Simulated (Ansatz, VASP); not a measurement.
## Two plane-wave programs on Ge

```
CELL_PARAMETERS angstrom
2.58005 -5.50272 0.00000
2.58005 5.50272 0.00000
0.00000 0.00000 3.66709
ATOMIC_POSITIONS crystal
Ge 0.10192 0.32163 0.50000
Ge 0.89808 0.67837 0.50000
Ge 0.32163 0.10192 0.50000
Ge 0.67837 0.89808 0.50000
Ge 0.00000 0.50000 0.00000
Ge 0.50000 0.00000 0.00000
```

Alike in both runs: task single point; functional PBE; k mesh 4 × 4 × 6; occupations gaussian, width 0.1 eV; no spin polarisation.

```csv
,VASP,Ansatz
version,VASP 6.6.1,Ansatz 0.2.0
potentials or method,"VASP PAW PBE potentials, release 64 (Ge_d), cutoff 520 eV","scalar-relativistic, plane waves, PAW"
valence electrons in the cell,84,84
```

```csv
,VASP,Ansatz,Ansatz less VASP
gap on the k mesh at the Fermi level (eV),none,none,-
rms of the force components (eV/Å),1.909,1.909,+0.0002
```

Atom by atom the forces differ by 0.003 eV/Å (rms over components). A gap of «none» marks a metal or a gap that the smearing closes.
